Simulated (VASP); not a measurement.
Write the native input for VASP 6.6.1 that does the following.

```
Task                   : single point
Functional             : r2SCAN
Potentials or basis    : VASP PAW PBE potentials, release 64 (In_d)
Cutoff                 : 520 eV
k mesh                 : 12 × 12 × 12
Occupations            : fermi-dirac, width 0.1 eV
Spin                   : no spin polarisation
Dipole correction      : no
Further INCAR settings : ALGO = Normal; EDIFF = 1e-07; NBANDS = 12
```

Crystal: In.

```xyz
1
Lattice="3.1609 0.0000 0.0000 0.0000 3.1609 0.0000 0.0000 0.0000 3.1609" Properties=species:S:1:pos:R:3 pbc="T T T"
In    0.0000    0.0000    0.0000
```

This isn't the form of In at room conditions, which is tetragonal.

The input as run:

POSCAR

```
In
1.0
    3.1608830741      0.0000000000      0.0000000000
    0.0000000000      3.1608830741      0.0000000000
    0.0000000000      0.0000000000      3.1608830741
In
1
Direct
    0.0000000000      0.0000000000      0.0000000000
```

INCAR.step1

```
SYSTEM = In
  ALGO = Normal
  EDIFF = 1E-4
  ENCUT = 520
  GGA = PE
  ISMEAR = -1
  LASPH = .True.
  LCHARG = .False.
  LREAL = .False.
  LWAVE = .True.
  NBANDS = 12
  NELM = 60
  PREC = Accurate
  SIGMA = 0.1
```

INCAR.step2

```
SYSTEM = In
  ALGO = Normal
  EDIFF = 1E-7
  ENCUT = 520
  ISIF = 2
  ISMEAR = -1
  ISTART = 1
  LASPH = .True.
  LCHARG = .False.
  LMIXTAU = .True.
  LREAL = .False.
  LWAVE = .False.
  METAGGA = R2SCAN
  NBANDS = 12
  NELM = 60
  PREC = Accurate
  SIGMA = 0.1
```

KPOINTS

```
k-points
0
Gamma
  12 12 12
  0 0 0
```

Potentials or basis: VASP PAW PBE potentials, release 64 (In_d).

Command:

```console
$ cat potpaw_PBE.64/In_d/POTCAR > POTCAR
$ cp INCAR.step1 INCAR
$ mpirun -np 1 vasp_std > vasp.out
$ cp INCAR.step2 INCAR
$ mpirun -np 1 vasp_std > vasp.out
```

Results of the run:

- Pressure: -3.3 GPa
- Band gap on the k mesh: zero (an odd number of electrons rules out a gap without spin polarisation)

Caveat: the cell stands under tension; the PAW data sets were made with another functional, which shifts forces and pressure a little; spin-orbit coupling is left out, which moves the levels of the heavy elements.

It took 75 s on 1 thread of Intel Xeon 8259CL (shared host), peak memory 0.16 GiB.
